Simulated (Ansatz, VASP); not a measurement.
**One calculation of YTeAu, two programs**

INCAR

```
SYSTEM = YTeAu
ALGO = Normal
EDIFF = 1E-6
EDIFFG = -0.04
ENCUT = 600
GGA = PE
IBRION = 2
ISIF = 3
ISMEAR = 0
LASPH = .True.
LCHARG = .False.
LREAL = .False.
LWAVE = .False.
NELM = 80
NSW = 90
PREC = Accurate
SIGMA = 0.1
```

File KPOINTS:

```
k-points
0
Gamma
  4 4 4
  0 0 0
```

POSCAR

```
YTeAu
1.0
    3.9828010500      0.0000000000      0.0000000000
    0.0000000000      3.9828010500      0.0000000000
    0.0000000000      0.0000000000      4.8524829400
Y Te Au
1 1 1
Direct
    0.5000000000      0.5000000000      0.5000000000
    0.5000000000      0.5000000000      0.0000000000
    0.0000000000      0.0000000000      0.5000000000
```

Input for Ansatz:

```yaml
crystal:
  lattice:
    - [3.98280105, 0.0, 0.0]
    - [0.0, 3.98280105, 0.0]
    - [0.0, 0.0, 4.85248294]
  atoms:
    - { symbol: "Y", position: [0.5, 0.5, 0.5] }
    - { symbol: Te, position: [0.5, 0.5, 0.0] }
    - { symbol: Au, position: [0.0, 0.0, 0.5] }
basis:
  ecutwfc: 420
kpoints:
  mp_grid: { grid: [4, 4, 4] }
hamiltonian:
  xc: pbe
scf:
  occupations: { method: gaussian, width: 0.1 }
  lower_state_search: "off"
output:
  forces: true
  stress: true
  eigenvalues: true
relax:
  adjacent_minimum: "off"
  f_tol: 0.04
  max_steps: 70
  cell: { stress_tol: 0.4 }
```

Alike in both runs: task relaxation of cell and atoms; functional PBE; k mesh 4 × 4 × 4; occupations gaussian, width 0.1 eV; no spin polarisation.

|  | VASP | Ansatz |
| --- | --- | --- |
| version | VASP 6.6.1 | Ansatz 0.2.0 |
| potentials or method | VASP PAW PBE potentials, release 64 (Y_sv, Te, Au), cutoff 600 eV | scalar-relativistic, plane waves, PAW |
| valence electrons in the cell | 28 | 46 |

|  | VASP | Ansatz | Ansatz less VASP |
| --- | --- | --- | --- |
| gap on the k mesh at the Fermi level, each at its own relaxed structure (eV) | none | none | - |
| relaxed volume (Å³/atom) | 34.10 | 34.00 | -0.094 |
| relaxed cell length with the largest relative difference (Å) | 4.186 | 4.182 | -0.0041 |

A gap of «none» marks a metal or a gap that the smearing closes. VASP's potentials hold 28 valence electrons a cell and Ansatz's 46, so a difference there can come from the potentials and not from the codes.

The k mesh is coarse, so the values compare programs but aren't converged. Neither program's run includes spin-orbit coupling. Noted on VASP's run: the volume moved by over 15 % at a fixed basis, so the end points are rough.
